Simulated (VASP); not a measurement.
**FeO: relaxation of cell and atoms with RPBE+D3(BJ)**

The system is FeO.

```xyz
2
Lattice="0.0000 2.1554 2.1554 2.1554 0.0000 2.1554 2.1554 2.1554 0.0000" Properties=species:S:1:pos:R:3 pbc="T T T"
Fe    0.0000    0.0000    0.0000
O     2.1554    2.1554    2.1554
```

```json
{
  "Program": "VASP 6.6.1",
  "Task": "relaxation of cell and atoms",
  "Functional": "RPBE",
  "Dispersion": "D3(BJ)",
  "Potentials or basis": "VASP PAW PBE potentials, release 64 (Fe, O)",
  "Cutoff": "600 eV",
  "k mesh": "11 × 11 × 11",
  "Occupations": "fermi-dirac, width 0.05 eV",
  "Spin": "collinear spin, ferromagnetic start",
  "Starting moments": "[3.0, 0.0] μB",
  "Dipole correction": "no",
  "Further INCAR settings": "ALGO = Normal; EDIFF = 1e-07; IBRION = 2; EDIFFG = -0.02; NSW = 80; ISIF = 3"
}
```

```json
{
  "Relaxed volume": "9.46 Å³/atom",
  "Relaxed cell": "a = 2.991 Å, b = 2.991 Å, c = 2.991 Å, α = 60.00°, β = 60.00°, γ = 60.00°",
  "Space group after relaxing (to 0.1 Å)": "Fm-3m (No. 225)",
  "Energy gained by relaxing": "19.6 meV/atom",
  "Ionic steps": "3",
  "Pressure after relaxing": "-0.1 GPa",
  "Band gap on the k mesh": "zero (filled and empty bands overlap)",
  "Net moment": "4.00 μB per cell",
  "Site moments": "Fe +3.62; O +0.31 μB",
  "Valence electrons inside the program's atomic spheres": "Fe 6.82; O 5.04",
  "Dispersion energy per atom": "-0.923 eV"
}
```

Step by step:
```
step  energy change (eV)  largest force (eV/Å)  pressure (GPa)  volume (Å³)
   1              0.0000                0.0000          -10.80        20.03
   2             -0.0150                0.0000           10.15        18.13
   3             -0.0392                0.0000           -0.05        18.93
```

Final structure:
```
CELL_PARAMETERS angstrom
0.00000 2.11530 2.11530
2.11530 0.00000 2.11530
2.11530 2.11530 0.00000
ATOMIC_POSITIONS crystal
Fe 0.00000 0.00000 0.00000
O 0.50000 0.50000 0.50000
```

Levels at points of the mesh, in eV from the Fermi level:
Spin up:
| k point | band 6 | band 7 | band 8 | band 9 | band 10 | band 11 | band 12 | band 13 |
| --- | --- | --- | --- | --- | --- | --- | --- | --- |
| (0.00, 0.00, 0.00) | -4.01 | -4.01 | -3.77 | -3.77 | 0.42 | 15.70 | 17.53 | 17.53 |
Spin down:
```
           k point  band 1  band 2  band 3  band 4  band 5  band 6  band 7  band 8  band 9  band 10
(0.00, 0.00, 0.00)  -20.76   -3.45   -3.45   -3.45   -0.81   -0.81   -0.81    0.22    0.22     1.23
```

It took 110 s on 1 thread of Intel Xeon 8259CL, with other jobs on the host, peak memory 0.19 GiB.

Caveat: the PAW data sets were made with another functional, which shifts forces and pressure a little; a cell with one magnetic atom can't hold antiferromagnetic order, which such compounds often take; semilocal functionals often make such compounds metallic where correlation or magnetic order opens a gap, which also shifts bond lengths. With open d or f shells a metallic result of RPBE can be an artefact of self-interaction; +U or a hybrid may open a gap.
